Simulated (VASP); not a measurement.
# BaHfO3: dielectric tensor with r2SCAN

BaHfO3:

```
Ba Hf O
1.0
     4.09352    0.00000    0.00000
     0.00000    4.09352    0.00000
     0.00000    0.00000    4.09352
Ba Hf O
1 1 3
Cartesian
  0.0000 0.0000 0.0000
  2.0468 2.0468 2.0468
  2.0468 2.0468 0.0000
  2.0468 0.0000 2.0468
  0.0000 2.0468 2.0468
```

This cell differs from its parent crystal: strain -2.0%.

```yaml
Program: VASP 6.6.1
Task: dielectric tensor
Functional: r2SCAN
Potentials_or_basis: VASP PAW PBE potentials, release 64 (Ba_sv, Hf_pv, O)
Cutoff: 520 eV
k_mesh: 6 × 6 × 6
Occupations: gaussian, width 0.01 eV
Spin: no spin polarisation
Dipole_correction: no
Further_INCAR_settings: ALGO = Normal; EDIFF = 1e-08
```

| Item | Value |
| --- | --- |
| Band gap on the k mesh | 4.24 eV (least direct gap 4.40 eV) |
| Electronic dielectric tensor (diagonal) | 4.34 |
| Born charges (mean of the diagonal) | Ba +2.72; Hf +5.78; O -2.83 e |

Levels at points of the mesh, in eV from the valence-band top:
```
           k point  band 16  band 17  band 18  band 19  band 20  band 21  band 22  band 23
(0.00, 0.00, 0.00)    -1.09    -0.17    -0.17    -0.17     4.24     4.24     4.24     5.30
(0.50, 0.00, 0.00)    -1.80    -1.80    -0.49    -0.49     4.86     7.28     7.31     7.31
(0.50, 0.50, 0.00)    -0.95    -0.92    -0.92    -0.08     7.19     7.19     7.62     7.75
(0.50, 0.50, 0.50)    -2.55     0.00     0.00     0.00     6.93     6.93     6.93     8.95
```

Electronic dielectric tensor:
```
4.34 0.00 0.00
0.00 4.34 0.00
0.00 0.00 4.34
```

Born effective charge tensors (e):
atom 1, Ba
```
2.72 0.00 0.00
0.00 2.72 0.00
0.00 0.00 2.72
```
atom 2, Hf
```
5.78 0.00 0.00
0.00 5.78 0.00
0.00 0.00 5.78
```
atom 3, O
```
-2.01  0.00  0.00
 0.00 -2.01  0.00
 0.00  0.00 -4.47
```
atom 4, O
```
-2.01  0.00  0.00
 0.00 -4.47  0.00
 0.00  0.00 -2.01
```
atom 5, O
```
-4.47  0.00  0.00
 0.00 -2.01  0.00
 0.00  0.00 -2.01
```

Dipole moments of the cell (e·Å, modulo the quantum): ionic -45.029, -45.029, -45.029; electronic -4.094, -4.094, 4.106

Run time: 70 min on 1 thread of Intel Xeon 8259CL, with other jobs on the host, peak memory 0.41 GiB.

Caveat: the cell differs from its parent crystal (strain -2.0%); spin-orbit coupling is left out, which moves the levels of the heavy elements. A k mesh can miss the band edges.
